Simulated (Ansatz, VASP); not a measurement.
One calculation of Nb, two programs

Contents of INCAR:

```
SYSTEM = Nb
ALGO = Normal ; EDIFF = 1E-6
ENCUT = 500 ; GGA = PS
GGA_COMPAT = .FALSE. ; ISIF = 2
ISMEAR = 0 ; LASPH = .TRUE.
LCHARG = .FALSE. ; LREAL = .FALSE.
LWAVE = .FALSE. ; NBANDS = 12
NELM = 120 ; PREC = Accurate
SIGMA = 0.15
```

Contents of KPOINTS:

```
k-points
0
G
  20 20 20
  0 0 0
```

POSCAR

```
Nb
1.0
    0.0000000000      2.1150000000      2.1150000000
    2.0092500000      0.0000000000      2.1150000000
    2.0092500000      2.1150000000      0.0000000000
Nb
1
Direct
    0.0000000000      0.0000000000      0.0000000000
```

Input for Ansatz:

```yaml
crystal:
  lattice:
    - [0.0, 2.115, 2.115]
    - [2.00925, 0.0, 2.115]
    - [2.00925, 2.115, 0.0]
  atoms:
    - { symbol: Nb, position: [0.0, 0.0, 0.0] }
basis:
  ecutwfc: 420
kpoints:
  mp_grid: { grid: [20, 20, 20] }
hamiltonian:
  xc: pbesol
scf:
  occupations: { method: gaussian, width: 0.15 }
output:
  forces: true
  stress: true
  eigenvalues: true
  write_density: true
  write_potential: true
  elf: true
  volumetric_format: npy
```

Change from the starting cell: strain -0.0500 x Voigt [1, 0, 0, 0, 0, 0], atoms carried along.

Alike in both runs: task single point; functional PBEsol; k mesh 20 × 20 × 20; occupations gaussian, width 0.15 eV; no spin polarisation.

|  | VASP | Ansatz |
| --- | --- | --- |
| version | VASP 6.6.1 | Ansatz 0.2.0 |
| potentials or method | VASP PAW PBE potentials, release 64 (Nb_sv), cutoff 500 eV | scalar-relativistic, plane waves, PAW |
| valence electrons in the cell | 13 | 13 |

VASP gave:

| Property | Result |
| --- | --- |
| gap on the k mesh at the Fermi level (eV) | none |
| pressure (GPa) | 0.7 |
| traceless stress, the component that is largest in VASP (GPa) | -9.55 |

Estimate Ansatz's values.

gap on the k mesh at the Fermi level (eV): none; pressure (GPa): 1.0; traceless stress, the component that is largest in VASP (GPa): -9.60.

VASP's potentials were made for PBE, not for PBEsol. A gap of «none» marks a metal or a gap that the smearing closes.
